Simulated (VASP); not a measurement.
**Fe3Co: single point with PBEsol**

Crystal: Fe3Co.

```
Fe Co
1.0
     4.02358    0.00000    0.00000
     0.00000    4.02358    0.00000
     0.00000    0.00000    2.82771
Fe Co
3 1
Cartesian
  2.0118 2.0118 0.0000
  2.0118 0.0000 1.4139
  0.0000 2.0118 1.4139
  0.0000 0.0000 0.0000
```

```
Program             : VASP 6.6.1
Task                : single point
Functional          : PBEsol
Potentials or basis : VASP PAW PBE potentials, release 64 (Fe, Co)
Cutoff              : 600 eV
k mesh              : 5 × 5 × 7
Occupations         : gaussian, width 0.05 eV
Spin                : collinear spin, ferromagnetic start
Starting moments    : [2.6, 2.87, 2.87, 1.99] μB
```

| Item | Value |
| --- | --- |
| Pressure | -8.5 GPa |
| Net moment | 9.17 μB per cell |
| Site moments | Fe +2.31, +2.57 (each value once); Co +1.71 μB |
| Valence electrons inside the program's atomic spheres | Fe 7.27, 7.21 (each value once); Co 8.24 |

Stress tensor (GPa, compression positive):
```
-8.76  0.00  0.00
 0.00 -8.76  0.00
 0.00  0.00 -7.97
```

Levels at points of the mesh, in eV from the Fermi level:
Spin up:
```
           k point  band 18  band 19  band 20  band 21  band 22  band 23  band 24  band 25
(0.00, 0.00, 0.00)    -0.46    -0.30     0.08     0.08     0.16     0.16     6.70     6.81
```
Spin down:
```
           k point  band 10  band 11  band 12  band 13  band 14  band 15
(0.00, 0.00, 0.00)    -0.56     0.34     0.34     0.81     0.89     1.21
```

Wall time 91 s on 1 thread of Oxide Virtual Turin-like Processor, with other jobs on the host, peak memory 0.18 GiB.

Caveat: the cell stands under tension; the PAW data sets were made with another functional, which shifts forces and pressure a little.
